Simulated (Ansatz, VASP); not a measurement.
# Two plane-wave programs on Cu3O2

```xyz
5
Lattice="-1.9941 1.9941 3.3971 1.9941 -1.9941 3.3971 1.9941 1.9941 -3.3971" Properties=species:S:1:pos:R:3 pbc="T T T"
Cu    1.9941    0.0000    1.6986
Cu    0.0000    1.9941    1.6986
Cu    0.0000    0.0000    0.0000
O     1.9941    0.0000    0.0000
O     0.0000    1.9941    0.0000
```

Alike in both runs: task single point; functional LDA; k mesh 14 × 14 × 14; occupations gaussian, width 0.15 eV; no spin polarisation.

|  | VASP | Ansatz |
| --- | --- | --- |
| version | VASP 6.6.1 | Ansatz 0.2.0 |
| potentials or method | VASP PAW LDA potentials, release 64 (Cu, O), cutoff 520 eV | scalar-relativistic, plane waves, PAW |
| valence electrons in the cell | 45 | 69 |

Ansatz gave:

| Quantity | Value |
| --- | --- |
| gap on the k mesh at the Fermi level (eV) | none |
| pressure (GPa) | 13.3 |
| traceless stress, the component that is largest in VASP (GPa) | 25.20 |

Q: Which values does VASP return?

A: gap on the k mesh at the Fermi level (eV): none; pressure (GPa): 15.2; traceless stress, the component that is largest in VASP (GPa): 27.89.

Ansatz warns that its potentials were made for another functional, while VASP's fit it. LDA's correlation is that of Perdew and Zunger in VASP and of Perdew and Wang (1992) in Ansatz. A gap of «none» marks a metal or a gap that the smearing closes. VASP's potentials hold 45 valence electrons a cell and Ansatz's 69, so a difference there can come from the potentials and not from the codes.
